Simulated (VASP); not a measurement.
# MnS (Fm-3m) in VASP: a series of runs

MnS is run at these levels: PBE; tasks: single point.

All numbers are computed with VASP 6.6.1; they aren't measurements. Logs are shortened: lines on timing, memory, paths and dates and some standing lists are left out, and cuts for length are marked.

### Step 1. The cell of the first run

The structure is cubic, space group Fm-3m (No. 225). Conventional cell: a = 5.104 Å, b = 5.104 Å, c = 5.104 Å, α = 90.00°, β = 90.00°, γ = 90.00°. Within 3.4 Å of Mn (site symmetry m-3m) lie 6 S at 2.55 Å. Within 3.4 Å of S (site symmetry m-3m) lie 6 Mn at 2.55 Å.

### Step 2. Single point, PBE, collinear spin, ferromagnetic start

INCAR

```
PREC = Accurate ; ENCUT = 520
EDIFF = 1E-7 ; ISMEAR = 0
SIGMA = 0.1 ; LREAL = F
LASPH = T ; NELM = 150
ALGO = Normal ; ISIF = 2
LWAVE = F ; LCHARG = F
ISPIN = 2 ; MAGMOM = 4.57 0.15
LORBIT = 11 ; LMAXMIX = 4
GGA = PE ; NBANDS = 20
```

KPOINTS

```
Automatic mesh
0
Gamma
  18 18 18
```

POSCAR

```
MnS
1.0
    0.0000000000      2.5520432857      2.5520432857
    2.5520432857      0.0000000000      2.5520432857
    2.5520432857      2.5520432857      0.0000000000
Mn S
1 1
Direct
    0.0000000000      0.0000000000      0.0000000000
    0.5000000000      0.5000000000      0.5000000000
```

Potentials or basis: VASP PAW PBE potentials, release 64 (Mn_pv, S).

The run is started by

```
$ cat potpaw_PBE.64/Mn_pv/POTCAR potpaw_PBE.64/S/POTCAR > POTCAR
$ mpirun -np 1 vasp_std > vasp.out
```

OUTCAR:

```text
PREC = Accurate
   ENCUT = 520
   EDIFF = 1E-7
   ISMEAR = 0
   LREAL = F
   LASPH = T
   NELM = 150
   ISIF = 2
   ISPIN = 2
   LORBIT = 11
   GGA = PE

 ion  position               nearest neighbor table
   1  0.000  0.000  0.000-   2 2.55   2 2.55   2 2.55   2 2.55   2 2.55   2 2.55
   2  0.500  0.500  0.500-   1 2.55   1 2.55   1 2.55   1 2.55   1 2.55   1 2.55

  LATTYP: Found a face centered cubic cell.
 ALAT       =     5.1040865714

  Lattice vectors:

 A1 = (   0.0000000000,   2.5520432857,   2.5520432857)
 A2 = (   2.5520432857,   0.0000000000,   2.5520432857)
 A3 = (   2.5520432857,   2.5520432857,   0.0000000000)

Analysis of symmetry for initial positions (statically):
=====================================================================
 Subroutine PRICEL returns:
 Original cell was already a primitive cell.

 Routine SETGRP: Setting up the symmetry group for a
 face centered cubic supercell.

 Subroutine GETGRP returns: Found 48 space group operations
 (whereof 48 operations were pure point group operations)
 out of a pool of 48 trial point group operations.

The static configuration has the point symmetry O_h .

Analysis of symmetry for dynamics (positions and initial velocities):
=====================================================================
 Subroutine PRICEL returns:
 Original cell was already a primitive cell.

 Routine SETGRP: Setting up the symmetry group for a
 face centered cubic supercell.

 Subroutine GETGRP returns: Found 48 space group operations
 (whereof 48 operations were pure point group operations)
 out of a pool of 48 trial point group operations.

The dynamic configuration has the point symmetry O_h .

Analysis of structural, dynamic, and magnetic symmetry:
=====================================================================
 Subroutine PRICEL returns:
 Original cell was already a primitive cell.

 Routine SETGRP: Setting up the symmetry group for a
 face centered cubic supercell.

 Subroutine GETGRP returns: Found 48 space group operations
 (whereof 48 operations were pure point group operations)
 out of a pool of 48 trial point group operations.

The overall configuration has the point symmetry O_h .

 Subroutine INISYM returns: Found 48 space group operations
 (whereof 48 operations are pure point group operations),
 and found     1 'primitive' translations

----------------------------------------------------------------------------------------

                                     Primitive cell

  volume of cell :      33.2425

  direct lattice vectors                    reciprocal lattice vectors
     0.000000000  2.552043286  2.552043286    -0.195921442  0.195921442  0.195921442
     2.552043286  0.000000000  2.552043286     0.195921442 -0.195921442  0.195921442
     2.552043286  2.552043286  0.000000000     0.195921442  0.195921442 -0.195921442

  length of vectors
     3.609134226  3.609134226  3.609134226     0.339345891  0.339345891  0.339345891

  position of ions in fractional coordinates (direct lattice)
     0.000000000  0.000000000  0.000000000
     0.500000000  0.500000000  0.500000000

  ion indices of the primitive-cell ions
   primitive index   ion index
                 1           1
                 2           2

----------------------------------------------------------------------------------------

 KPOINTS: Automatic mesh

Automatic generation of k-mesh.
 Grid dimensions read from file:
 generate k-points for:   18   18   18

 Generating k-lattice:

  Cartesian coordinates                     Fractional coordinates (reciprocal lattice)
    -0.010884525  0.010884525  0.010884525     0.055555556  0.000000000  0.000000000
     0.010884525 -0.010884525  0.010884525     0.000000000  0.055555556  0.000000000
     0.010884525  0.010884525 -0.010884525     0.000000000  0.000000000  0.055555556

  Length of vectors
     0.018852550  0.018852550  0.018852550

  Shift w.r.t. Gamma in fractional coordinates (k-lattice)
     0.000000000  0.000000000  0.000000000

 Subroutine IBZKPT returns following result:
 ===========================================

 Found    195 irreducible k-points:

 Following reciprocal coordinates:
            Coordinates               Weight
  0.000000  0.000000  0.000000      1.000000
  0.055556  0.000000  0.000000      8.000000
  0.111111  0.000000  0.000000      8.000000
  0.166667  0.000000  0.000000      8.000000
  0.222222  0.000000  0.000000      8.000000
  0.277778  0.000000  0.000000      8.000000
[... 16 lines left out ...]
 -0.277778  0.055556  0.000000     24.000000
 -0.222222  0.055556  0.000000     24.000000
 [... further k-points ...]
   k-points           NKPTS =    195   k-points in BZ     NKDIM =    195   number of bands    NBANDS=     20
   number of dos      NEDOS =    301   number of ions     NIONS =      2
   total plane-waves  NPLWV =  21952
   dimension x,y,z NGX =    28 NGY =   28 NGZ =   28
   dimension x,y,z NGXF=    56 NGYF=   56 NGZF=   56
   ions per type =               1   1
   NGX,Y,Z   is equivalent  to a cutoff of  12.90, 12.90, 12.90 a.u.
   NGXF,Y,Z  is equivalent  to a cutoff of  25.80, 25.80, 25.80 a.u.
 SYSTEM =  unknown system
   PREC   = accura    normal or accurate (medium, high low for compatibility)
   ISTART =      0    job   : 0-new  1-cont  2-samecut
   ICHARG =      2    charge: 1-file 2-atom 10-const
   ISPIN  =      2    spin polarized calculation?
   LNONCOLLINEAR =      F non collinear calculations
   LSORBIT =      F    spin-orbit coupling
   LASPH  =      T    aspherical Exc in radial PAW
   ENCUT  =  520.0 eV  38.22 Ry    6.18 a.u.   6.71  6.71  6.71*2*pi/ulx,y,z
   NELM   =    150;   NELMIN=  2; NELMDL= -5     # of ELM steps
   EDIFF  = 0.1E-06   stopping-criterion for ELM
   LREAL  =      F    real-space projection
   EDIFFG = 0.1E-05   stopping-criterion for IOM
   NSW    =      0    number of steps for IOM
   IBRION =     -1    ionic relax: 0-MD 1-quasi-New 2-CG
   NFREE  =      0    steps in history (QN), initial steepest desc. (CG)
   ISIF   =      2    stress and relaxation
   ISYM   =      2    0-nonsym 1-usesym 2-fastsym
   POTIM  = 0.5000    time-step for ionic-motion
   TEBEG  =    0.0;   TEEND  =   0.0 temperature during run
   PSTRESS=    0.0 pullay stress
   NELECT =      19.0000    total number of electrons
   NUPDOWN=      -1.0000    fix difference up-down
   EMIN   =  10.00;   EMAX   =-10.00  energy-range for DOS
   EFERMI =   0.00;   METHOD = LEGACY
   ISMEAR =     0;   SIGMA  =   0.10  broadening in eV -4-tet -1-fermi 0-gaus
   EFERMI_NEDOS =   21; number of points for ismear=-14 and -15
   IALGO  =     38    algorithm
   IMIX   =      4    mixing-type and parameters
     AMIX     =   0.40;   BMIX     =  1.00
     AMIX_MAG =   1.60;   BMIX_MAG =  1.00
  volume/ion in A,a.u.               =      16.62       112.17
  Fermi-wavevector in a.u.,A,eV,Ry     =   1.358610  2.567400 25.113905  1.845820
  Thomas-Fermi vector in A             =   2.485428
   LORBIT       =     11    0 simple, 1 ext, 2 COOP (PROOUT), +10 PAW based schemes
   GGA     = PE    functional components
   LHFCALC =     F    Hartree Fock is set to
   AEXX    =    0.0000 exact exchange contribution
   IVDW    =     0    specifies the selected vdW correction
   LEPSILON=     F    determine dielectric tensor
   LRPA    =     F    only Hartree local field effects (RPA)
 spin polarized calculation
 Gauss-broadening in eV      SIGMA  =   0.10
  energy-cutoff  :      520.00
  volume of cell :       33.24
 maximum number of plane-waves:       934
   NGX = 13   NGY = 13   NGZ = 13

 number of electron      19.0000008 magnetization       4.5270324

 Free energy of the ion-electron system (eV)
  ---------------------------------------------------
  ext. energy  EPLUGINS =         0.00000000
  ---------------------------------------------------
  free energy    TOTEN  =       -14.08728706 eV

  energy without entropy =      -14.08154148  energy(sigma->0) =      -14.08441427

 E-fermi :   7.3646     XC(G=0): -10.9525

 val. band max:        7.3623193465   @ k =   0.3889   0.2222   0.0556
 cond. band min:       7.3646885888   @ k =   0.3889   0.1111   0.0000
 fundamental gap:      0.0023692423
 Fermi energy:         7.3646172176

 spin component 1

 k-point     1 :       0.0000    0.0000    0.0000
  band No.  band energies     occupation
      1     -43.2698      1.00000
      2     -43.2698      1.00000
      3     -43.2698      1.00000
      4      -7.6812      1.00000
      5       3.9472      1.00000
      6       3.9472      1.00000
[... 12 lines left out ...]
     19      19.4008      0.00000
     20      20.1008      0.00000

 k-point     2 :       0.0556    0.0000    0.0000
  band No.  band energies     occupation
      1     -43.2701      1.00000
      2     -43.2698      1.00000
      3     -43.2698      1.00000
      4      -7.6467      1.00000
      5       3.8661      1.00000
      6       3.8922      1.00000
[... 498 lines left out ...]
 k-point    24 :      -0.2222    0.0556    0.0000
  band No.  band energies     occupation
      1     -43.2750      1.00000
      2     -43.2709      1.00000
      3     -43.2704      1.00000
      4      -7.0594      1.00000
      5       2.0041      1.00000
      6       2.8323      1.00000
[... 12 lines left out ...]
     19      19.3774      0.00000
     20      23.3639      0.00000

 [... further k-points ...]

 spin component 2

 k-point     1 :       0.0000    0.0000    0.0000
  band No.  band energies     occupation
      1     -38.8928      1.00000
      2     -38.8928      1.00000
      3     -38.8928      1.00000
      4      -7.3981      1.00000
      5       5.5796      1.00000
      6       5.5796      1.00000
[... 12 lines left out ...]
     19      20.4506      0.00000
     20      21.7577      0.00000

 k-point     2 :       0.0556    0.0000    0.0000
  band No.  band energies     occupation
      1     -38.8933      1.00000
      2     -38.8929      1.00000
      3     -38.8929      1.00000
      4      -7.3649      1.00000
      5       5.3019      1.00000
      6       5.4566      1.00000
[... 498 lines left out ...]
 k-point    24 :      -0.2222    0.0556    0.0000
  band No.  band energies     occupation
      1     -38.8998      1.00000
      2     -38.8943      1.00000
      3     -38.8936      1.00000
      4      -6.8027      1.00000
      5       2.7399      1.00000
      6       4.3619      1.00000
[... 12 lines left out ...]
     19      20.4831      0.00000
     20      23.9744      0.00000

 [... further k-points ...]
[... 5 lines left out ...]
  --------------------------------------------------------------------------------------
  -------------------------------------------------------------------------------------
  Total        0.0078787      0.0078787      0.0078787      0.0000000      0.0000000     -0.0000000
  in kB        0.3797247      0.3797247      0.3797247      0.0000000      0.0000000     -0.0000000
  external PRESSURE =       0.3797247 kB  Pullay stress =       0.0000000 kB

 VOLUME and BASIS-vectors are now :
 -----------------------------------------------------------------------------
  energy-cutoff  :      520.00
  volume of cell :       33.24
      direct lattice vectors                 reciprocal lattice vectors
     0.000000000  2.552043286  2.552043286    -0.195921442  0.195921442  0.195921442
     2.552043286  0.000000000  2.552043286     0.195921442 -0.195921442  0.195921442
     2.552043286  2.552043286  0.000000000     0.195921442  0.195921442 -0.195921442

 POSITION                                       TOTAL-FORCE (eV/Angst)
 -----------------------------------------------------------------------------------
      0.00000      0.00000      0.00000         0.000000      0.000000      0.000000
      2.55204      2.55204      2.55204        -0.000000     -0.000000     -0.000000
 -----------------------------------------------------------------------------------
    total drift:                               -0.000000      0.000000      0.000000

  FREE ENERGIE OF THE ION-ELECTRON SYSTEM (eV)
  ---------------------------------------------------
  free  energy   TOTEN  =       -14.0872870551 eV

  energy  without entropy=      -14.0815414787  energy(sigma->0) =      -14.08441427

 total charge

# of ion       s       p       d       tot
------------------------------------------
    1        0.225   6.181   4.960  11.366
    2        1.328   2.410   0.000   3.738
--------------------------------------------------
tot          1.553   8.591   4.960  15.105

 magnetization (x)

# of ion       s       p       d       tot
------------------------------------------
    1        0.052   0.041   4.029   4.123
    2        0.027   0.062   0.000   0.089
--------------------------------------------------
tot          0.079   0.104   4.029   4.212
```

Run time: 2.6 min. Hardware: 1 thread of Intel Xeon Platinum 8488C (Sapphire Rapids), shared host; peak memory 0.32 GiB.

Results:

```yaml
Free_energy: -14.0873 eV
Pressure: 0.0 GPa
Net_moment: 4.53 μB per cell
Site_moments: Mn +4.12; S +0.09 μB
Valence_electrons_inside_the_program's_atomic_spheres: Mn 11.37; S 3.74
```

Caveat: a cell with one magnetic atom can't hold antiferromagnetic order, which such compounds often take; semilocal functionals often make such compounds metallic where correlation or magnetic order opens a gap, which also shifts bond lengths. With open d or f shells a metallic result of PBE can be an artefact of self-interaction; +U or a hybrid may open a gap.

### Step 3. Single point, PBE, collinear spin, ferromagnetic start

INCAR

```
PREC = Accurate
ENCUT = 520
EDIFF = 1E-6
ISMEAR = -4
SIGMA = 0.1
LREAL = False
LASPH = True
NELM = 150
ALGO = Normal
ISIF = 2
LWAVE = False
LCHARG = False
ISPIN = 2
MAGMOM = 4.57 0.15
LORBIT = 11
LMAXMIX = 4
GGA = PE
NBANDS = 20
```

KPOINTS is that of step 2.

POSCAR is that of step 2.

Potentials or basis: VASP PAW PBE potentials, release 64 (Mn_pv, S).

The run is started by

```
$ cat potpaw_PBE.64/Mn_pv/POTCAR potpaw_PBE.64/S/POTCAR > POTCAR
$ mpirun -np 1 vasp_std > vasp.out
```

Run time: 2.5 min. Hardware: 1 thread of Intel Xeon Platinum 8488C (Sapphire Rapids), shared host; peak memory 0.32 GiB.

It converged, with:

```
Free energy                                           : -14.0748 eV
Pressure                                              : 0.3 GPa
Net moment                                            : 4.54 μB per cell
Site moments                                          : Mn +4.13; S +0.09 μB
Valence electrons inside the program's atomic spheres : Mn 11.37; S 3.74
```

Levels at points of the mesh, in eV from the Fermi level:
Spin up:
```
           k point  band 9  band 10  band 11  band 12  band 13  band 14  band 15  band 16
(0.00, 0.00, 0.00)   -3.33    -1.99    -1.99    -1.99     2.15     8.69     8.69     8.69
(0.50, 0.00, 0.00)   -2.83    -2.42     0.58     0.58     2.83     5.40     5.40     9.20
(0.50, 0.50, 0.00)   -3.04    -2.67    -2.67    -2.12     0.96     5.52    10.65    12.54
```
Spin down:
```csv
k point,band 3,band 4,band 5,band 6,band 7,band 8,band 9,band 10,band 11,band 12
"(0.00, 0.00, 0.00)",-46.26,-14.76,-1.78,-1.78,-1.78,0.10,0.10,0.10,0.17,0.17
"(0.50, 0.00, 0.00)",-46.26,-13.33,-6.82,-3.66,-3.66,1.18,1.18,1.39,3.30,3.30
"(0.50, 0.50, 0.00)",-46.27,-13.16,-5.97,-3.42,-3.42,-1.13,0.65,1.44,1.44,1.59
```

Caveat: a cell with one magnetic atom can't hold antiferromagnetic order, which such compounds often take; semilocal functionals often make such compounds metallic where correlation or magnetic order opens a gap, which also shifts bond lengths; tetrahedron occupations give inexact forces and stress in metals.
